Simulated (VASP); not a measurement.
# BeCu2SnTe4 (I-42m) in VASP: single point with r2SCAN+rVV10

Aim: the single point of BeCu2SnTe4 with r2SCAN+rVV10.

Everything below comes from runs of VASP 6.6.1. Logs are shortened: lines on timing, memory, paths and dates and some standing lists are left out, and cuts for length are marked.

### Step 1. The cell of the first run

The structure is tetragonal, space group I-42m (No. 121). The conventional cell has a = 5.954 Å, b = 5.954 Å, c = 12.005 Å, α = 90.00°, β = 90.00°, γ = 90.00°. Within 3.4 Å of Cu (site symmetry -4) lie 4 Te at 2.55 Å. Within 3.3 Å of Be (site symmetry -42m) lie 4 Te at 2.46 Å. Within 3.7 Å of Sn (site symmetry -42m) lie 4 Te at 2.80 Å. Within 3.3 Å of Te (site symmetry m) lie 1 Be at 2.46 Å and 2 Cu at 2.55 Å and 1 Sn at 2.80 Å.

### Step 2. Single point, r2SCAN+rVV10

Input file POSCAR:

```
BeCu2SnTe4
1.0
   -2.9772271912      2.9772271912      6.0022670904
    2.9772271912     -2.9772271912      6.0022670904
    2.9772271912      2.9772271912     -6.0022670904
Cu Be Sn Te
2 1 1 4
Direct
    0.7500000000      0.2500000000      0.5000000000
    0.2500000000      0.7500000000      0.5000000000
    0.0000000000      0.0000000000      0.0000000000
    0.5000000000      0.5000000000      0.0000000000
    0.9066710505      0.9066710505      0.5505170867
    0.0933289495      0.6438460362      0.0000000000
    0.6438460362      0.0933289495      0.0000000000
    0.3561539638      0.3561539638      0.4494829133
```

Input file INCAR.step1:

```
SYSTEM = BeCu2SnTe4
PREC = Accurate ; ENCUT = 660
ISMEAR = -1 ; SIGMA = 0.03
LREAL = .FALSE. ; LASPH = .TRUE.
NELM = 120 ; NBANDS = 41
GGA = PE ; ALGO = Normal
EDIFF = 1E-5 ; LWAVE = .TRUE.
LCHARG = .FALSE. ; GGA_COMPAT = .FALSE.
```

Input file INCAR.step2:

```
SYSTEM = BeCu2SnTe4
PREC = Accurate ; ENCUT = 660
EDIFF = 1E-6 ; ISMEAR = -1
SIGMA = 0.03 ; LREAL = .FALSE.
LASPH = .TRUE. ; NELM = 120
ALGO = Normal ; ISIF = 2
LWAVE = .FALSE. ; LCHARG = .FALSE.
METAGGA = R2SCAN ; LMIXTAU = .TRUE.
LUSE_VDW = .TRUE. ; IVDW_NL = 2
BPARAM = 11.95 ; CPARAM = 0.0093
NBANDS = 41 ; ISTART = 1
GGA_COMPAT = .FALSE.
```

Input file KPOINTS:

```
Automatic mesh
0
G
  6 6 6
  0 0 0
```

Potentials or basis: VASP PAW PBE potentials, release 64 (Cu, Be, Sn_d, Te).

The run is started by

```
$ cat potpaw_PBE.64/Cu/POTCAR potpaw_PBE.64/Be/POTCAR potpaw_PBE.64/Sn_d/POTCAR potpaw_PBE.64/Te/POTCAR > POTCAR
$ cp INCAR.step1 INCAR
$ mpirun -np 1 vasp_std > vasp.out
$ cp INCAR.step2 INCAR
$ mpirun -np 1 vasp_std > vasp.out
```

OUTCAR:

```text
SYSTEM = BeCu2SnTe4
   PREC = Accurate
   ENCUT = 660
   EDIFF = 1E-6
   ISMEAR = -1
   LREAL = .FALSE.
   LASPH = .TRUE.
   NELM = 120
   ISIF = 2
   METAGGA = R2SCAN
   IVDW_NL = 2
   BPARAM = 11.95
   ISTART = 1

 ion  position               nearest neighbor table
   1  0.750  0.250  0.500-   5 2.55   6 2.55   7 2.55   8 2.55
   2  0.250  0.750  0.500-   5 2.55   7 2.55   6 2.55   8 2.55
   3  0.000  0.000  0.000-   8 2.46   7 2.46   6 2.46   5 2.46
   4  0.500  0.500  0.000-   8 2.80   5 2.80   7 2.80   6 2.80
   5  0.907  0.907  0.551-   3 2.46   2 2.55   1 2.55   4 2.80
   6  0.093  0.644  0.000-   3 2.46   2 2.55   1 2.55   4 2.80
   7  0.644  0.093  0.000-   3 2.46   1 2.55   2 2.55   4 2.80
   8  0.356  0.356  0.449-   3 2.46   2 2.55   1 2.55   4 2.80

  LATTYP: Found a body centered tetragonal cell.
 ALAT       =     5.9544543824
 C/A-ratio  =     2.0160594758

  Lattice vectors:

 A1 = (  -2.9772271912,   2.9772271912,   6.0022670904)
 A2 = (   2.9772271912,  -2.9772271912,   6.0022670904)
 A3 = (   2.9772271912,   2.9772271912,  -6.0022670904)

Analysis of symmetry for initial positions (statically):
=====================================================================
 Subroutine PRICEL returns:
 Original cell was already a primitive cell.

 Routine SETGRP: Setting up the symmetry group for a
 body centered tetragonal supercell.

 Subroutine GETGRP returns: Found  8 space group operations
 (whereof  8 operations were pure point group operations)
 out of a pool of 16 trial point group operations.

The static configuration has the point symmetry D_2d.

Analysis of symmetry for dynamics (positions and initial velocities):
=====================================================================
 Subroutine PRICEL returns:
 Original cell was already a primitive cell.

 Routine SETGRP: Setting up the symmetry group for a
 body centered tetragonal supercell.

 Subroutine GETGRP returns: Found  8 space group operations
 (whereof  8 operations were pure point group operations)
 out of a pool of 16 trial point group operations.

The dynamic configuration has the point symmetry D_2d.

 Subroutine INISYM returns: Found  8 space group operations
 (whereof  8 operations are pure point group operations),
 and found     1 'primitive' translations

[... 109 lines left out ...]
   NSW    =      0    number of steps for IOM
   IBRION =     -1    ionic relax: 0-MD 1-quasi-New 2-CG
   NFREE  =      0    steps in history (QN), initial steepest desc. (CG)
   ISIF   =      2    stress and relaxation
   ISYM   =      2    0-nonsym 1-usesym 2-fastsym
   POTIM  = 0.5000    time-step for ionic-motion
   TEBEG  =    0.0;   TEEND  =   0.0 temperature during run
   PSTRESS=    0.0 pullay stress
   NELECT =      62.0000    total number of electrons
   NUPDOWN=      -1.0000    fix difference up-down
   EMIN   =  10.00;   EMAX   =-10.00  energy-range for DOS
   EFERMI =   0.00;   METHOD = LEGACY
   ISMEAR =    -1;   SIGMA  =   0.03  broadening in eV -4-tet -1-fermi 0-gaus
   EFERMI_NEDOS =   21; number of points for ismear=-14 and -15
   IALGO  =     38    algorithm
   IMIX   =      4    mixing-type and parameters
     AMIX     =   0.40;   BMIX     =  1.00
     AMIX_MAG =   1.60;   BMIX_MAG =  1.00
  volume/ion in A,a.u.               =      26.60       179.52
  Fermi-wavevector in a.u.,A,eV,Ry     =   1.085273  2.050868 16.025178  1.177817
  Thomas-Fermi vector in A             =   2.221383
   LORBIT       =      0    0 simple, 1 ext, 2 COOP (PROOUT), +10 PAW based schemes
   METAGGA = R2SCAN    functional components
   LHFCALC =     F    Hartree Fock is set to
   AEXX    =    0.0000 exact exchange contribution
   IVDW_NL    =     2    kernel type
   BPARAM     =11.9500
   IVDW    =     0    specifies the selected vdW correction
   LEPSILON=     F    determine dielectric tensor
   LRPA    =     F    only Hartree local field effects (RPA)
 non-spin polarized calculation
  energy-cutoff  :      660.00
  volume of cell :      212.81
 maximum number of plane-waves:      8265
 NGX is ok and might be reduce to    64
   NGX = 31   NGY = 31   NGZ = 31

 number of electron      62.0000001 magnetization

 Free energy of the ion-electron system (eV)
  ---------------------------------------------------
  ext. energy  EPLUGINS =         0.00000000
  ---------------------------------------------------
  free energy    TOTEN  =      -152.51646531 eV

  energy without entropy =     -152.51492374  energy(sigma->0) =     -152.51569452

 E-fermi :   5.5214     XC(G=0):  -9.7885

 val. band max:        5.5114203809   @ k =   0.0000   0.0000   0.0000
 cond. band min:       5.5798506724   @ k =   0.0000   0.0000   0.0000
 fundamental gap:      0.0684302915
 Fermi energy:         5.5213706892

 k-point     1 :       0.0000    0.0000    0.0000
  band No.  band energies     occupation
      1     -17.4719      2.00000
      2     -17.4719      2.00000
      3     -17.4579      2.00000
      4     -17.4339      2.00000
      5     -17.4068      2.00000
      6      -7.8002      2.00000
[... 1045 lines left out ...]
     40       9.8451      0.00000
     41      10.3940      0.00000

 [... further k-points ...]

------------------------ aborting loop because EDIFF is reached ----------------------------------------

  FORCE on cell =-STRESS in cart. coord.  units (eV):
  Direction    XX          YY          ZZ          XY          YZ          ZX
  --------------------------------------------------------------------------------------
  -------------------------------------------------------------------------------------
  Total        0.2994056      0.2994056      0.3236405      0.0000000      0.0000000      0.0000000
  in kB        2.2540896      2.2540896      2.4365435      0.0000000      0.0000000      0.0000000
  external PRESSURE =       2.3149075 kB  Pullay stress =       0.0000000 kB

 VOLUME and BASIS-vectors are now :
 -----------------------------------------------------------------------------
  energy-cutoff  :      660.00
  volume of cell :      212.81
      direct lattice vectors                 reciprocal lattice vectors
    -2.977227191  2.977227191  6.002267090     0.000000000  0.167941500  0.083301858
     2.977227191 -2.977227191  6.002267090     0.167941500  0.000000000  0.083301858
     2.977227191  2.977227191 -6.002267090     0.167941500  0.167941500  0.000000000

 POSITION                                       TOTAL-FORCE (eV/Angst)
 -----------------------------------------------------------------------------------
      0.00000      2.97723      3.00113        -0.000000      0.000000      0.000000
      2.97723      0.00000      3.00113        -0.000000     -0.000000      0.000000
      0.00000      0.00000      0.00000        -0.000000      0.000000      0.000000
      0.00000      0.00000      6.00227        -0.000000     -0.000000      0.000000
      1.63901      1.63901      7.57981        -0.001089     -0.001089      0.008364
      1.63901     -1.63901      4.42472        -0.001089      0.001089     -0.008364
     -1.63901      1.63901      4.42472         0.001089     -0.001089     -0.008364
      1.33821      1.33821      1.57755         0.001089      0.001089      0.008364
 -----------------------------------------------------------------------------------
    total drift:                               -0.000001     -0.000001     -0.000002

  FREE ENERGIE OF THE ION-ELECTRON SYSTEM (eV)
  ---------------------------------------------------
  free  energy   TOTEN  =      -152.5164653096 eV

  energy  without entropy=     -152.5149237375  energy(sigma->0) =     -152.51569452
```

Run time: 1.7 h. Hardware: 1 thread of Intel Xeon 8259CL, shared host; peak memory 1.8 GiB.

What came out:

- Free energy: -152.5165 eV
- Pressure: 0.2 GPa
- Largest force: 0.009 eV/Å
- Band gap on the k mesh: zero (bands 31 and 32 overlap by 0.17 eV)

Forces on the atoms (eV/Å):
```
Cu   0.000  0.000  0.000
Cu   0.000  0.000  0.000
Be   0.000  0.000  0.000
Sn   0.000  0.000  0.000
Te  -0.001 -0.001  0.008
Te  -0.001  0.001 -0.008
Te   0.001 -0.001 -0.008
Te   0.001  0.001  0.008
```

Caveat: the PAW data sets were made with another functional, which shifts forces and pressure a little; spin-orbit coupling is left out, which moves the levels of the heavy elements.
